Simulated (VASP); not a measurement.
Runs of VASP 6.6.1 on SiC. The structure is that of space group F-43m (No. 216), or close to it. The cells are those of the table. 

```csv
level,cell,smearing,gap on the mesh (eV),pressure (GPa)
r2SCAN,"a = 3.077 Å, angles 59.7°, 2 atoms",gaussian 0.01 eV,1.70,1.9
PBE,"a = 3.129, b = 3.129, c = 3.080 Å, angles 60.5, 60.5, 59.0°, 2 atoms",fermi-dirac 0.02 eV,1.22,(b)
PBE,"a = 3.077 Å, angles 59.7°, 2 atoms",fermi-dirac 0.02 eV,1.33,5.6
r2SCAN,"a = 3.129, b = 3.129, c = 3.080 Å, angles 60.5, 60.5, 59.0°, 2 atoms",gaussian 0.01 eV,(c),(a)
```

Alike in all rows: task single point; potentials or basis VASP PAW PBE potentials, release 64 (Si, C); no spin polarisation; k mesh 10 × 10 × 10; cutoff (eV) 520.

Q: Estimate the missing entries.

A: (a) -6.8; (b) -3.2; (c) 1.57.

Caveats: the PAW data sets were made with another functional, which shifts forces and pressure a little (some runs).

A k mesh can miss the band edges.
